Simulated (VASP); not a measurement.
# WCl4F2 (P1) in VASP: further runs

Runs on WCl4F2. Level: PBE. Tasks: single point.

Everything below comes from runs of VASP 6.6.1. Logs are shortened: lines on timing, memory, paths and dates and some standing lists are left out, and cuts for length are marked.

## 1. The cell of the first run

The typed cell holds 7 atoms: a = 6.331 Å, b = 6.482 Å, c = 6.801 Å, α = 61.99°, β = 62.68°, γ = 61.32°.

## 2. Single point, PBE

Contents of INCAR:

```
PREC     = Accurate       # precision mode
ENCUT    = 520            # plane-wave cutoff, eV
EDIFF    = 1E-6           # SCF threshold, eV
ISMEAR   = 0              # smearing method
SIGMA    = 0.15           # smearing width, eV
LREAL    = False          # projectors in reciprocal space
LASPH    = True           # aspherical terms in the spheres
NELM     = 100            # most SCF steps
ALGO     = Normal         # electronic algorithm
ISIF     = 2              # what is computed and relaxed
LWAVE    = False          # write WAVECAR
LCHARG   = False          # write CHGCAR
GGA      = PE             # functional
NBANDS   = 37             # bands
```

Contents of KPOINTS:

```
regular mesh
0
Gamma
  3 3 3
```

Contents of POSCAR:

```
WCl4F2
1.0
    6.3313555578     -0.0307981307     -0.0140942460
    3.1390058153      5.6716500345      0.0109970514
    3.1440256443      1.8991493527      5.7240525288
W Cl F
1 4 2
Direct
    0.0020654480     -0.0031582866     -0.0065870702
    0.3755769208      0.7705377769      0.7915706403
    0.8888145147      0.6501207280      0.2361727318
    0.1023284994      0.3535718588      0.7727256044
    0.7953010295      0.0837121905      0.7485071297
    0.7055759290      0.1791710764      0.1715131625
    0.1583376587      0.9340446560      0.2020978014
```

Potentials or basis: VASP PAW PBE potentials, release 64 (W_sv, Cl, F).

The run is started by

```console
$ cat potpaw_PBE.64/W_sv/POTCAR potpaw_PBE.64/Cl/POTCAR potpaw_PBE.64/F/POTCAR > POTCAR
$ mpirun -np 1 vasp_std > vasp.out
```

OUTCAR:

```text
PREC = Accurate
   ENCUT = 520
   EDIFF = 1E-6
   ISMEAR = 0
   LREAL = False
   LASPH = True
   NELM = 100
   ISIF = 2
   GGA = PE

 ion  position               nearest neighbor table
   1  0.002  0.997  0.993-   6 1.87   7 1.88   2 2.28   5 2.28   3 2.29   4 2.30
   2  0.376  0.771  0.792-   1 2.28
   3  0.889  0.650  0.236-   1 2.29
   4  0.102  0.354  0.773-   1 2.30
   5  0.795  0.084  0.749-   1 2.28
   6  0.706  0.179  0.172-   1 1.87
   7  0.158  0.934  0.202-   1 1.88

  LATTYP: Found a triclinic cell.
 ALAT       =    11.2195012726
 B/A-ratio  =     0.5643250977
 C/A-ratio  =     0.6102075576
 COS(alpha) =     0.0015559983
 COS(beta)  =     0.3335517337
 COS(gamma) =     0.8425906268

  Lattice vectors:

 A1 = (  -9.4753812021,  -1.8683512220,  -5.7099582828)
 A2 = (  -6.3313555578,   0.0307981307,   0.0140942460)
 A3 = (  -0.0050198290,   3.7725006818,  -5.7130554774)

Analysis of symmetry for initial positions (statically):
=====================================================================
 Subroutine PRICEL returns:
 Original cell was already a primitive cell.

 Routine SETGRP: Setting up the symmetry group for a
 triclinic supercell.

 Subroutine GETGRP returns: Found  1 space group operations
 (whereof  1 operations were pure point group operations)
 out of a pool of  2 trial point group operations.

The static configuration has the point symmetry C_1 .

Analysis of symmetry for dynamics (positions and initial velocities):
=====================================================================
 Subroutine PRICEL returns:
 Original cell was already a primitive cell.

 Routine SETGRP: Setting up the symmetry group for a
 triclinic supercell.

 Subroutine GETGRP returns: Found  1 space group operations
 (whereof  1 operations were pure point group operations)
 out of a pool of  2 trial point group operations.

The dynamic configuration has the point symmetry C_1 .

 Subroutine INISYM returns: Found  1 space group operations
 (whereof  1 operations are pure point group operations),
 and found     1 'primitive' translations

----------------------------------------------------------------------------------------

                                     Primitive cell

  volume of cell :     206.1337
[... 88 lines left out ...]
   EDIFF  = 0.1E-05   stopping-criterion for ELM
   LREAL  =      F    real-space projection
   EDIFFG = 0.1E-04   stopping-criterion for IOM
   NSW    =      0    number of steps for IOM
   IBRION =     -1    ionic relax: 0-MD 1-quasi-New 2-CG
   NFREE  =      0    steps in history (QN), initial steepest desc. (CG)
   ISIF   =      2    stress and relaxation
   ISYM   =      2    0-nonsym 1-usesym 2-fastsym
   POTIM  = 0.5000    time-step for ionic-motion
   TEBEG  =    0.0;   TEEND  =   0.0 temperature during run
   PSTRESS=    0.0 pullay stress
   NELECT =      56.0000    total number of electrons
   NUPDOWN=      -1.0000    fix difference up-down
   EMIN   =  10.00;   EMAX   =-10.00  energy-range for DOS
   EFERMI =   0.00;   METHOD = LEGACY
   ISMEAR =     0;   SIGMA  =   0.15  broadening in eV -4-tet -1-fermi 0-gaus
   EFERMI_NEDOS =   21; number of points for ismear=-14 and -15
   IALGO  =     38    algorithm
   IMIX   =      4    mixing-type and parameters
     AMIX     =   0.40;   BMIX     =  1.00
     AMIX_MAG =   1.60;   BMIX_MAG =  1.00
  volume/ion in A,a.u.               =      29.45       198.72
  Fermi-wavevector in a.u.,A,eV,Ry     =   1.060281  2.003641 15.295625  1.124197
  Thomas-Fermi vector in A             =   2.195657
   LORBIT       =      0    0 simple, 1 ext, 2 COOP (PROOUT), +10 PAW based schemes
   GGA     = PE    functional components
   LHFCALC =     F    Hartree Fock is set to
   AEXX    =    0.0000 exact exchange contribution
   IVDW    =     0    specifies the selected vdW correction
   LEPSILON=     F    determine dielectric tensor
   LRPA    =     F    only Hartree local field effects (RPA)
 non-spin polarized calculation
 Gauss-broadening in eV      SIGMA  =   0.15
  energy-cutoff  :      520.00
  volume of cell :      206.13
 maximum number of plane-waves:      5567
   NGX = 23   NGY = 25   NGZ = 25

 number of electron      55.9999999 magnetization

 Free energy of the ion-electron system (eV)
  ---------------------------------------------------
  ext. energy  EPLUGINS =         0.00000000
  ---------------------------------------------------
  free energy    TOTEN  =       -34.17507346 eV

  energy without entropy =      -34.17507346  energy(sigma->0) =      -34.17507346

 E-fermi :  -1.6010     XC(G=0):  -7.1259

 val. band max:       -2.3681551432   @ k =   0.0000   0.3333   0.0000
 cond. band min:      -0.0530502195   @ k =   0.0000   0.0000   0.0000
 fundamental gap:      2.3151049237
 Fermi energy:        -1.6010088755

 k-point     1 :       0.0000    0.0000    0.0000
  band No.  band energies     occupation
      1     -77.3798      2.00000
      2     -41.5571      2.00000
      3     -41.5409      2.00000
      4     -41.3920      2.00000
      5     -24.2468      2.00000
      6     -24.1424      2.00000
[... 549 lines left out ...]
     36       7.2405      0.00000
     37       7.7320      0.00000

------------------------ aborting loop because EDIFF is reached ----------------------------------------

  FORCE on cell =-STRESS in cart. coord.  units (eV):
  Direction    XX          YY          ZZ          XY          YZ          ZX
  --------------------------------------------------------------------------------------
  -------------------------------------------------------------------------------------
  Total        0.7391950      0.6713437      0.6573650     -0.2057929      0.3220478      0.1755929
  in kB        5.7454036      5.2180284      5.1093786     -1.5995284      2.5031209      1.3647983
  external PRESSURE =       5.3576035 kB  Pullay stress =       0.0000000 kB

 VOLUME and BASIS-vectors are now :
 -----------------------------------------------------------------------------
  energy-cutoff  :      520.00
  volume of cell :      206.13
      direct lattice vectors                 reciprocal lattice vectors
     6.331355558 -0.030798131 -0.014094246     0.157392675 -0.086998183 -0.057585786
     3.139005815  5.671650034  0.010997051     0.000725369  0.176028087 -0.058801733
     3.144025644  1.899149353  5.724052529     0.000386152 -0.000552399  0.174672579

 POSITION                                       TOTAL-FORCE (eV/Angst)
 -----------------------------------------------------------------------------------
      6.26548      7.54031      5.69728        -0.157270     -0.340197     -0.525880
      7.28535      5.86196      4.53417        -0.018364      0.015497      0.008116
      8.41067      4.10841      1.34649        -0.002987     -0.011959     -0.004635
      4.18721      3.46971      4.42557         0.012993     -0.000330     -0.002498
      7.65143      1.87182      4.27421         0.023491     -0.006741      0.016508
      5.56891      1.32019      0.97378        -0.192615      0.339346      0.239703
      4.56986      5.67651      1.16486         0.334752      0.004383      0.268685
 -----------------------------------------------------------------------------------
    total drift:                                0.000014      0.000865      0.002104

  FREE ENERGIE OF THE ION-ELECTRON SYSTEM (eV)
  ---------------------------------------------------
  free  energy   TOTEN  =       -34.1750734625 eV

  energy  without entropy=      -34.1750734625  energy(sigma->0) =      -34.17507346
```

stdout:

```text
POSCAR found type information on POSCAR W ClF
 POSCAR found :  3 types and       7 ions
 scaLAPACK will be used
 LDA part: xc-table for (Slater+PW92), standard interpolation
 POSCAR, INCAR and KPOINTS ok, starting setup
 FFT: planning ... GRIDC
 FFT: planning ... GRID_SOFT
 FFT: planning ... GRID
 WAVECAR not read
 entering main loop
```

Wall time 4 min (1 thread of Intel Xeon 8259CL, shared host); peak memory 0.36 GiB.

Results:

| Quantity | Value |
| --- | --- |
| Free energy | -34.1751 eV |
| Pressure | 0.5 GPa |
| Largest force | 0.646 eV/Å |
| Band gap on the k mesh | 2.32 eV (least direct gap 2.32 eV) |

Forces in eV/Å, atoms in the order of the input:
```
W   -0.157 -0.340 -0.526
Cl  -0.018  0.015  0.008
Cl  -0.003 -0.012 -0.005
Cl   0.013  0.000 -0.002
Cl   0.023 -0.007  0.017
F   -0.193  0.339  0.240
F    0.335  0.004  0.269
```

Caveat: spin-orbit coupling is left out, which moves the levels of the heavy elements.

## 3. Single point, PBE

This run uses another cell than the first one, of 32.98 Å³/atom.

Contents of INCAR:

```
PREC = Accurate ; ENCUT = 520
EDIFF = 1E-7 ; ISMEAR = 0
SIGMA = 0.02 ; LREAL = False
LASPH = True ; NELM = 80
ALGO = Normal ; ISIF = 2
LWAVE = False ; LCHARG = True
GGA = PE ; LELF = True
LVHAR = True ; NBANDS = 37
```

Contents of KPOINTS:

```
regular mesh
0
Gamma
  6 6 6
```

Contents of POSCAR:

```
WCl4F2
1.0
    6.5602017644     -0.0248771913     -0.0289932596
    3.2014163691      5.9995814718      0.0018846647
    3.2009896046      2.0468606760      5.8457318643
W Cl F
1 4 2
Direct
    0.0021115169      0.9968385172      0.9929793249
    0.3599236440      0.7753078191      0.8094790779
    0.8766878697      0.6719133533      0.2288814712
    0.1159069952      0.3306047486      0.7813105802
    0.8164221288      0.0850454900      0.7399944458
    0.7160052870      0.1757703847      0.1549118735
    0.1409425585      0.9325196871      0.2084432263
```

Potentials or basis: VASP PAW PBE potentials, release 64 (W_sv, Cl, F).

The run is started by

```console
$ cat potpaw_PBE.64/W_sv/POTCAR potpaw_PBE.64/Cl/POTCAR potpaw_PBE.64/F/POTCAR > POTCAR
$ mpirun -np 1 vasp_std > vasp.out
```

Wall time 32 min (1 thread of Oxide Virtual Turin-like, shared host); peak memory 0.9 GiB.

The run converged. Its results:

- Free energy: -34.1935 eV
- Pressure: 0.2 GPa
- Largest force: 0.565 eV/Å
- Band gap on the k mesh: 2.34 eV (least direct gap 2.37 eV)

Forces in eV/Å, atoms in the order of the input:
```
W   -0.127 -0.305 -0.459
Cl  -0.010  0.014  0.007
Cl   0.002  0.002 -0.005
Cl  -0.003 -0.005  0.002
Cl   0.015 -0.001  0.009
F   -0.159  0.285  0.192
F    0.282  0.010  0.253
```

Stress tensor (GPa, compression positive):
```
 0.24 -0.14  0.13
-0.14  0.18  0.19
 0.13  0.19  0.23
```

Levels at points of the mesh, in eV from the valence-band top:
```csv
k point,band 25,band 26,band 27,band 28,band 29,band 30,band 31,band 32
"(0.00, 0.00, 0.00)",-0.40,-0.35,-0.05,-0.01,2.38,2.43,2.70,5.99
"(0.50, 0.00, 0.00)",-0.44,-0.24,-0.12,-0.04,2.38,2.51,2.71,5.95
"(0.00, 0.50, 0.00)",-0.59,-0.29,-0.02,-0.01,2.42,2.57,2.72,5.77
"(0.50, 0.50, 0.00)",-0.64,-0.29,-0.12,-0.02,2.47,2.60,2.70,5.64
"(0.00, 0.00, 0.50)",-0.52,-0.31,-0.11,-0.04,2.46,2.53,2.75,5.87
"(0.50, 0.00, 0.50)",-0.48,-0.22,-0.12,-0.03,2.38,2.56,2.77,5.85
"(0.00, 0.50, 0.50)",-0.43,-0.28,-0.06,-0.02,2.34,2.55,2.78,5.87
"(0.50, 0.50, 0.50)",-0.55,-0.21,-0.04,0.00,2.37,2.48,2.77,5.97
```

Caveat: spin-orbit coupling is left out, which moves the levels of the heavy elements. A k mesh can miss the band edges.
